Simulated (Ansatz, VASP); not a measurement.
Two plane-wave programs on InAs

The input INCAR:

```
SYSTEM = InAs
  PREC = Accurate
  ENCUT = 600
  EDIFF = 1E-6
  ISMEAR = -1
  SIGMA = 0.15
  LREAL = .FALSE.
  LASPH = .TRUE.
  NELM = 60
  ALGO = Normal
  ISIF = 3
  LWAVE = .FALSE.
  LCHARG = .FALSE.
  GGA = CA
  IBRION = 2
  NSW = 80
  EDIFFG = -0.001
```

KPOINTS

```
Automatic mesh
0
G
  10 10 10
  0 0 0
```

File POSCAR:

```
InAs
1.0
    0.0000000000      3.0130236965      3.0130236965
    3.0130236965      0.0000000000      3.0130236965
    3.0130236965      3.0130236965      0.0000000000
In As
1 1
Direct
    0.2500000000      0.2500000000      0.2500000000
    0.0000000000      0.0000000000      0.0000000000
```

Input for Ansatz:

```yaml
crystal:
  lattice:
    - [0.0, 3.0130236965, 3.0130236965]
    - [3.0130236965, 0.0, 3.0130236965]
    - [3.0130236965, 3.0130236965, 0.0]
  atoms:
    - { symbol: In, position: [0.25, 0.25, 0.25] }
    - { symbol: As, position: [0.0, 0.0, 0.0] }
basis:
  ecutwfc: 420
kpoints:
  mp_grid: { grid: [10, 10, 10] }
hamiltonian:
  xc: lda
  pseudopotentials: { kind: paw, azcp: { folder: soft_1 } }
scf:
  occupations: { method: fermi_dirac, width: 0.15 }
output:
  forces: true
  stress: true
  eigenvalues: true
relax:
  adjacent_minimum: "off"
  f_tol: 0.001
  max_steps: 60
  cell: { stress_tol: 0.01 }
```

Alike in both runs: task relaxation of cell and atoms; functional LDA; k mesh 10 × 10 × 10; occupations fermi-dirac, width 0.15 eV; no spin polarisation.

```csv
,VASP,Ansatz
version,VASP 6.6.1,Ansatz 0.2.0
potentials or method,"VASP PAW LDA potentials, release 64 (In_d, As), cutoff 600 eV","scalar-relativistic, plane waves, PAW"
valence electrons in the cell,18,28
```

```csv
,VASP,Ansatz,Ansatz less VASP
"gap on the k mesh at the Fermi level, each at its own relaxed structure (eV)",none,none,-
relaxed volume (Å³/atom),27.44,27.36,-0.083
relaxed cell length with the largest relative difference (Å),4.266,4.261,-0.0043
```

Ansatz warns that its potentials were made for another functional, while VASP's fit it. LDA's correlation is that of Perdew and Zunger in VASP and of Perdew and Wang (1992) in Ansatz. A gap of «none» marks a metal or a gap that the smearing closes. VASP's potentials hold 18 valence electrons a cell and Ansatz's 28, so a difference there can come from the potentials and not from the codes.
